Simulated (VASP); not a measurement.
# CaMg3F8 (Cmmm) in VASP: relaxation of cell and atoms with PBE

Aim: the relaxation of cell and atoms of CaMg3F8 with PBE.

Everything below comes from runs of VASP 6.6.1. Logs are shortened: lines on timing, memory, paths and dates and some standing lists are left out, and cuts for length are marked.

## (1) The cell of the first run

Symmetry: Cmmm, No. 65, orthorhombic system. The conventional cell has a = 7.242 Å, b = 10.242 Å, c = 3.621 Å, α = 90.00°, β = 90.00°, γ = 90.00°. Within 2.9 Å of Mg (site symmetry mmm) lie 8 F at 2.22 Å. Mg (site symmetry 2/m) has 8 F at 2.22 Å within 2.9 Å. Within 2.9 Å of F (site symmetry m2m) lie 2 Mg at 2.22 Å and 2 Ca at 2.22 Å and 6 F at 2.56 Å. F (site symmetry m2m) has 4 Mg at 2.22 Å and 6 F at 2.56 Å within 2.9 Å. F (site symmetry m) has 1 Ca at 2.22 Å and 3 Mg at 2.22 Å and 6 F at 2.56 Å within 2.9 Å. Within 2.9 Å of Ca (site symmetry mmm) lie 8 F at 2.22 Å.

## (2) Relaxation of cell and atoms, PBE

Contents of INCAR:

```
SYSTEM = CaMg3F8
ALGO = Normal
EDIFF = 1E-7
EDIFFG = -0.005
ENCUT = 600
GGA = PE
GGA_COMPAT = .False.
IBRION = 2
ISIF = 3
ISMEAR = -1
LASPH = .True.
LCHARG = .False.
LREAL = .False.
LWAVE = .False.
NELM = 120
NELMIN = 4
NSW = 80
PREC = Accurate
SIGMA = 0.02
```

Contents of KPOINTS:

```
k-points
0
Gamma
  4 4 6
  0 0 0
```

Contents of POSCAR:

```
CaMg3F8
1.0
    3.6212018500     -5.1211527600      0.0000000000
    3.6212018500      5.1211527600      0.0000000000
    0.0000000000      0.0000000000      3.6212018500
Mg F Ca
3 8 1
Direct
    0.0000000000      0.0000000000      0.0000000000
    0.5000000000      0.0000000000      0.5000000000
    0.0000000000      0.5000000000      0.5000000000
    0.3750000000      0.6250000000      0.5000000000
    0.1250000000      0.8750000000      0.5000000000
    0.8750000000      0.6250000000      0.0000000000
    0.6250000000      0.8750000000      0.0000000000
    0.3750000000      0.1250000000      0.0000000000
    0.1250000000      0.3750000000      0.0000000000
    0.8750000000      0.1250000000      0.5000000000
    0.6250000000      0.3750000000      0.5000000000
    0.5000000000      0.5000000000      0.0000000000
```

Potentials or basis: VASP PAW PBE potentials, release 64 (Mg, F, Ca_sv).

On the command line:

```
$ cat potpaw_PBE.64/Mg/POTCAR potpaw_PBE.64/F/POTCAR potpaw_PBE.64/Ca_sv/POTCAR > POTCAR
$ mpirun -np 1 vasp_std > vasp.out
```

OUTCAR:

```text
SYSTEM = CaMg3F8
   EDIFF = 1E-7
   EDIFFG = -0.005
   ENCUT = 600
   GGA = PE
   IBRION = 2
   ISIF = 3
   ISMEAR = -1
   LASPH = .True.
   LREAL = .False.
   NELM = 120
   NELMIN = 4
   NSW = 80
   PREC = Accurate

 ion  position               nearest neighbor table
   1  0.000  0.000  0.000-   5 2.22   6 2.22   7 2.22   8 2.22   9 2.22  10 2.22   5 2.22  10 2.22
                             2 3.62   3 3.62   2 3.62   3 3.62   3 3.62   3 3.62   2 3.62   2 3.62
   2  0.500  0.000  0.500-   4 2.22   5 2.22   7 2.22   8 2.22  10 2.22  11 2.22   7 2.22   8 2.22
                             1 3.62   1 3.62   1 3.62   1 3.62   3 3.62   3 3.62
   3  0.000  0.500  0.500-   4 2.22   5 2.22   6 2.22   9 2.22  10 2.22  11 2.22   6 2.22   9 2.22
                             1 3.62   1 3.62   1 3.62   1 3.62   2 3.62   2 3.62
   4  0.375  0.625  0.500-   2 2.22   3 2.22  12 2.22  12 2.22
   5  0.125  0.875  0.500-   1 2.22   2 2.22   3 2.22   1 2.22
   6  0.875  0.625  0.000-   1 2.22   3 2.22  12 2.22   3 2.22
   7  0.625  0.875  0.000-   1 2.22   2 2.22  12 2.22   2 2.22
   8  0.375  0.125  0.000-   1 2.22   2 2.22  12 2.22   2 2.22
   9  0.125  0.375  0.000-   1 2.22   3 2.22  12 2.22   3 2.22
  10  0.875  0.125  0.500-   1 2.22   2 2.22   3 2.22   1 2.22
  11  0.625  0.375  0.500-   2 2.22   3 2.22  12 2.22  12 2.22
  12  0.500  0.500  0.000-   4 2.22   6 2.22   7 2.22   8 2.22   9 2.22  11 2.22   4 2.22  11 2.22

  LATTYP: Found a base centered orthorhombic cell.
 ALAT       =     7.2424037000
 B/A-ratio  =     1.4142135601
 C/A-ratio  =     0.5000000000

  Lattice vectors:

 A1 = (   3.6212018500,  -5.1211527600,   0.0000000000)
 A2 = (   3.6212018500,   5.1211527600,   0.0000000000)
 A3 = (   0.0000000000,   0.0000000000,   3.6212018500)

Analysis of symmetry for initial positions (statically):
=====================================================================
 Subroutine PRICEL returns:
 Original cell was already a primitive cell.

 Routine SETGRP: Setting up the symmetry group for a
 base centered orthorhombic supercell.

 Subroutine GETGRP returns: Found  8 space group operations
 (whereof  8 operations were pure point group operations)
 out of a pool of  8 trial point group operations.

The static configuration has the point symmetry D_2h.

Analysis of symmetry for dynamics (positions and initial velocities):
=====================================================================
 Subroutine PRICEL returns:
 Original cell was already a primitive cell.

 Routine SETGRP: Setting up the symmetry group for a
 base centered orthorhombic supercell.

 Subroutine GETGRP returns: Found  8 space group operations
 (whereof  8 operations were pure point group operations)
 out of a pool of  8 trial point group operations.

The dynamic configuration has the point symmetry D_2h.

 Subroutine INISYM returns: Found  8 space group operations
 (whereof  8 operations are pure point group operations),
 and found     1 'primitive' translations

----------------------------------------------------------------------------------------

                                     Primitive cell

  volume of cell :     134.3084

  direct lattice vectors                    reciprocal lattice vectors
     3.621201850 -5.121152760  0.000000000     0.138075705 -0.097634268  0.000000000
     3.621201850  5.121152760  0.000000000     0.138075705  0.097634268  0.000000000
     0.000000000  0.000000000  3.621201850     0.000000000  0.000000000  0.276151411

  length of vectors
     6.272105582  6.272105582  3.621201850     0.169107512  0.169107512  0.276151411

  position of ions in fractional coordinates (direct lattice)
     0.000000000  0.000000000  0.000000000
     0.500000000  0.000000000  0.500000000
     0.000000000  0.500000000  0.500000000
     0.375000000  0.625000000  0.500000000
     0.125000000  0.875000000  0.500000000
     0.875000000  0.625000000  0.000000000
     0.625000000  0.875000000  0.000000000
     0.375000000  0.125000000  0.000000000
     0.125000000  0.375000000  0.000000000
     0.875000000  0.125000000  0.500000000
     0.625000000  0.375000000  0.500000000
     0.500000000  0.500000000  0.000000000

  ion indices of the primitive-cell ions
   primitive index   ion index
[... 31 lines left out ...]
  Shift w.r.t. Gamma in fractional coordinates (k-lattice)
     0.000000000  0.000000000  0.000000000

 Subroutine IBZKPT returns following result:
 ===========================================

 Found     28 irreducible k-points:

 Following reciprocal coordinates:
            Coordinates               Weight
  0.000000  0.000000  0.000000      1.000000
  0.250000  0.000000  0.000000      4.000000
  0.500000  0.000000  0.000000      2.000000
  0.250000  0.250000  0.000000      2.000000
  0.500000  0.250000  0.000000      4.000000
 -0.250000  0.250000  0.000000      2.000000
[... 16 lines left out ...]
  0.250000  0.000000  0.500000      4.000000
  0.500000  0.000000  0.500000      2.000000
 [... further k-points ...]
   k-points           NKPTS =     28   k-points in BZ     NKDIM =     28   number of bands    NBANDS=     43
   number of dos      NEDOS =    301   number of ions     NIONS =     12
   total plane-waves  NPLWV =  75000
   dimension x,y,z NGX =    50 NGY =   50 NGZ =   30
   dimension x,y,z NGXF=   100 NGYF=  100 NGZF=   60
   ions per type =               3   8   1
   NGX,Y,Z   is equivalent  to a cutoff of  13.25, 13.25, 13.77 a.u.
   NGXF,Y,Z  is equivalent  to a cutoff of  26.51, 26.51, 27.55 a.u.
 SYSTEM =  CaMg3F8
   PREC   = accura    normal or accurate (medium, high low for compatibility)
   ISTART =      0    job   : 0-new  1-cont  2-samecut
   ICHARG =      2    charge: 1-file 2-atom 10-const
   ISPIN  =      1    spin polarized calculation?
   LNONCOLLINEAR =      F non collinear calculations
   LSORBIT =      F    spin-orbit coupling
   LASPH  =      T    aspherical Exc in radial PAW
   ENCUT  =  600.0 eV  44.10 Ry    6.64 a.u.  12.53 12.53  7.23*2*pi/ulx,y,z
   NELM   =    120;   NELMIN=  4; NELMDL= -5     # of ELM steps
   EDIFF  = 0.1E-06   stopping-criterion for ELM
   LREAL  =      F    real-space projection
   EDIFFG = -.5E-02   stopping-criterion for IOM
   NSW    =     80    number of steps for IOM
   IBRION =      2    ionic relax: 0-MD 1-quasi-New 2-CG
   NFREE  =      1    steps in history (QN), initial steepest desc. (CG)
   ISIF   =      3    stress and relaxation
   ISYM   =      2    0-nonsym 1-usesym 2-fastsym
   POTIM  = 0.5000    time-step for ionic-motion
   TEBEG  =    0.0;   TEEND  =   0.0 temperature during run
   PSTRESS=    0.0 pullay stress
   NELECT =      72.0000    total number of electrons
   NUPDOWN=      -1.0000    fix difference up-down
   EMIN   =  10.00;   EMAX   =-10.00  energy-range for DOS
   EFERMI =   0.00;   METHOD = LEGACY
   ISMEAR =    -1;   SIGMA  =   0.02  broadening in eV -4-tet -1-fermi 0-gaus
   EFERMI_NEDOS =   21; number of points for ismear=-14 and -15
   IALGO  =     38    algorithm
   IMIX   =      4    mixing-type and parameters
     AMIX     =   0.40;   BMIX     =  1.00
     AMIX_MAG =   1.60;   BMIX_MAG =  1.00
  volume/ion in A,a.u.               =      11.19        75.53
  Fermi-wavevector in a.u.,A,eV,Ry     =   1.329897  2.513140 24.063610  1.768625
  Thomas-Fermi vector in A             =   2.459025
   LORBIT       =      0    0 simple, 1 ext, 2 COOP (PROOUT), +10 PAW based schemes
   GGA     = PE    functional components
   LHFCALC =     F    Hartree Fock is set to
   AEXX    =    0.0000 exact exchange contribution
   IVDW    =     0    specifies the selected vdW correction
   LEPSILON=     F    determine dielectric tensor
   LRPA    =     F    only Hartree local field effects (RPA)
 conjugate gradient relaxation of ions
 non-spin polarized calculation
  energy-cutoff  :      600.00
  volume of cell :      134.31
 maximum number of plane-waves:      4514
   NGX = 25   NGY = 25   NGZ = 15

--------------------------------------- Ionic step        1  -------------------------------------------

 number of electron      71.9999939 magnetization

 Free energy of the ion-electron system (eV)
  ---------------------------------------------------
  ext. energy  EPLUGINS =         0.00000000
  ---------------------------------------------------
  free energy    TOTEN  =       -62.40433008 eV

  energy without entropy =      -62.40433008  energy(sigma->0) =      -62.40433008

------------------------ aborting loop because EDIFF is reached ----------------------------------------

  FORCE on cell =-STRESS in cart. coord.  units (eV):
  Direction    XX          YY          ZZ          XY          YZ          ZX
  --------------------------------------------------------------------------------------
  -------------------------------------------------------------------------------------
  Total        1.4322672      1.4007767      1.3993082     -0.0000000      0.0000000      0.0000000
  in kB       17.0856476     16.7099942     16.6924765     -0.0000000      0.0000000      0.0000000
  external PRESSURE =      16.8293728 kB  Pullay stress =       0.0000000 kB
[... 119 lines left out ...]
  FREE ENERGIE OF THE ION-ELECTRON SYSTEM (eV)
  ---------------------------------------------------
  free  energy   TOTEN  =       -62.7817831800 eV

  energy  without entropy=      -62.7817831800  energy(sigma->0) =      -62.78178318

[... ionic steps 4 to 8 ...]

--------------------------------------- Ionic step        9  -------------------------------------------

 number of electron      71.9999977 magnetization

------------------------ aborting loop because EDIFF is reached ----------------------------------------
[... 87 lines left out ...]
--------------------------------------- Ionic step       11  -------------------------------------------

 number of electron      71.9999978 magnetization

 Free energy of the ion-electron system (eV)
  ---------------------------------------------------
  ext. energy  EPLUGINS =         0.00000000
  ---------------------------------------------------
  free energy    TOTEN  =       -62.83517824 eV

  energy without entropy =      -62.83517824  energy(sigma->0) =      -62.83517824

 E-fermi :   0.2510     XC(G=0):  -9.9147

 val. band max:       -0.2160876228   @ k =   0.0000   0.0000   0.0000
 cond. band min:       5.9108001180   @ k =   0.0000   0.0000   0.0000
 fundamental gap:      6.1268877409
 Fermi energy:         0.2510382738

 k-point     1 :       0.0000    0.0000    0.0000
  band No.  band energies     occupation
      1     -36.5342      2.00000
      2     -21.2499      2.00000
      3     -21.1797      2.00000
      4     -20.6114      2.00000
      5     -20.6085      2.00000
      6     -20.5295      2.00000
[... 1093 lines left out ...]
     42      10.2324      0.00000
     43      10.6474      0.00000

 [... further k-points ...]

------------------------ aborting loop because EDIFF is reached ----------------------------------------

  FORCE on cell =-STRESS in cart. coord.  units (eV):
  Direction    XX          YY          ZZ          XY          YZ          ZX
  --------------------------------------------------------------------------------------
  -------------------------------------------------------------------------------------
  Total       -0.0100306      0.0321300      0.0175323      0.0000000      0.0000000      0.0000000
  in kB       -0.1195282      0.3828723      0.2089208      0.0000000      0.0000000      0.0000000
  external PRESSURE =       0.1574217 kB  Pullay stress =       0.0000000 kB
[... 27 lines left out ...]
  FREE ENERGIE OF THE ION-ELECTRON SYSTEM (eV)
  ---------------------------------------------------
  free  energy   TOTEN  =       -62.8351782437 eV

  energy  without entropy=      -62.8351782437  energy(sigma->0) =      -62.83517824

 reached required accuracy - stopping structural energy minimisation
```

Run time: 45 min. Hardware: 1 thread of Intel Xeon 8259CL, shared host; peak memory 0.39 GiB.

What came out:

| Quantity | Value |
| --- | --- |
| Free energy | -62.8352 eV |
| Relaxed volume | 11.20 Å³/atom |
| Relaxed cell | a = 6.276 Å, b = 6.276 Å, c = 3.633 Å, α = 90.00°, β = 90.00°, γ = 110.02° |
| Space group after relaxing (to 0.1 Å) | Cmmm (No. 65) |
| Energy gained by relaxing | 35.9 meV/atom |
| Ionic steps | 11 |
| Pressure after relaxing | 0.0 GPa |
| Band gap on the k mesh | 6.13 eV |

Forces on the atoms (eV/Å):
```
Mg   0.000  0.000  0.000
Mg   0.000  0.000  0.000
Mg   0.000  0.000  0.000
F    0.000 -0.002  0.000
F    0.000  0.002  0.000
F    0.001 -0.001  0.000
F    0.001  0.001  0.000
F   -0.001 -0.001  0.000
F   -0.001  0.001  0.000
F    0.000 -0.002  0.000
F    0.000  0.002  0.000
Ca   0.000  0.000  0.000
```

Step by step:
```csv
step,energy change (eV),largest force (eV/Å),pressure (GPa),volume (Å³)
1,0.0000,1.4010,1.68,134.31
2,-0.3305,0.5783,-1.02,136.61
3,-0.3775,0.3030,-2.19,137.92
4,-0.4218,0.2062,-0.18,134.77
5,-0.4242,0.1762,0.44,133.88
6,-0.4294,0.0658,0.17,134.25
7,-0.4302,0.0391,0.02,134.45
8,-0.4307,0.0166,-0.03,134.51
9,-0.4308,0.0079,-0.06,134.56
10,-0.4308,0.0041,-0.05,134.55
11,-0.4308,0.0023,0.02,134.45
```

Final structure:
```xyz
12
Lattice="3.5988 -5.1416 0.0000 3.5988 5.1416 0.0000 0.0000 0.0000 3.6331" Properties=species:S:1:pos:R:3 pbc="T T T"
Mg    0.0000    0.0000    0.0000
Mg    1.7994   -2.5708    1.8166
Mg    1.7994    2.5708    1.8166
F     3.5988    1.4249    1.8166
F     3.5988    3.9000    1.8166
F     5.4916   -1.3285    0.0000
F     5.4916    1.3285    0.0000
F     1.7060   -1.3285    0.0000
F     1.7060    1.3285    0.0000
F     3.5988   -3.9000    1.8166
F     3.5988   -1.4249    1.8166
Ca    3.5988    0.0000    0.0000
```

A k mesh can miss the band edges.
